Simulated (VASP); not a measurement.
A run of VASP 6.6.1:

Contents of POSCAR:

```
SnSe2
1.0
    3.6141125281      0.0000000000      0.0000000000
   -1.8070562641      3.1299132614      0.0000000000
    0.0000000000      0.0000000000      7.3663950626
Sn Se
1 2
Direct
    0.0000000000      0.0000000000      0.0000000000
    0.3333333333      0.6666666667      0.2412719747
    0.6666666667      0.3333333333      0.7587280253
```

The input INCAR.step1:

```
SYSTEM = SnSe2
ALGO     = Normal         ! electronic algorithm
EDIFF    = 1E-4           ! SCF threshold, eV
ENCUT    = 520            ! plane-wave cutoff, eV
GGA      = PE             ! functional
ISMEAR   = 0              ! smearing method
LASPH    = .TRUE.         ! aspherical terms in the spheres
LCHARG   = .FALSE.        ! write CHGCAR
LREAL    = .FALSE.        ! projectors in reciprocal space
LWAVE    = .TRUE.         ! write WAVECAR
NBANDS   = 20             ! bands
NELM     = 60             ! most SCF steps
PREC     = Accurate       ! precision mode
SIGMA    = 0.05           ! smearing width, eV
```

INCAR.step2

```
SYSTEM = SnSe2
ALGO     = Normal         ! electronic algorithm
EDIFF    = 1E-6           ! SCF threshold, eV
ENCUT    = 520            ! plane-wave cutoff, eV
ISIF     = 2              ! what is computed and relaxed
ISMEAR   = 0              ! smearing method
ISTART   = 1            
LASPH    = .TRUE.         ! aspherical terms in the spheres
LCHARG   = .FALSE.        ! write CHGCAR
LMIXTAU  = .TRUE.       
LREAL    = .FALSE.        ! projectors in reciprocal space
LWAVE    = .FALSE.        ! write WAVECAR
METAGGA  = R2SCAN         ! meta-GGA
NBANDS   = 20             ! bands
NELM     = 60             ! most SCF steps
PREC     = Accurate       ! precision mode
SIGMA    = 0.05           ! smearing width, eV
```

The input KPOINTS:

```
k-points
0
G
  12 12 6
  0 0 0
```

Potentials or basis: VASP PAW PBE potentials, release 64 (Sn_d, Se).

The run is started by

```bash
$ cat potpaw_PBE.64/Sn_d/POTCAR potpaw_PBE.64/Se/POTCAR > POTCAR
$ cp INCAR.step1 INCAR
$ mpirun -np 1 vasp_std > vasp.out
$ cp INCAR.step2 INCAR
$ mpirun -np 1 vasp_std > vasp.out
```

Hardware: 1 thread of Intel(R) Xeon(R) 6975P-C (Granite Rapids), on a shared host.

Q: How long does it take, and how much memory?

A: It took 4.7 min on 1 thread of Intel(R) Xeon(R) 6975P-C (Granite Rapids), with other jobs on the host, peak memory 0.32 GiB. Counts: k points 100.
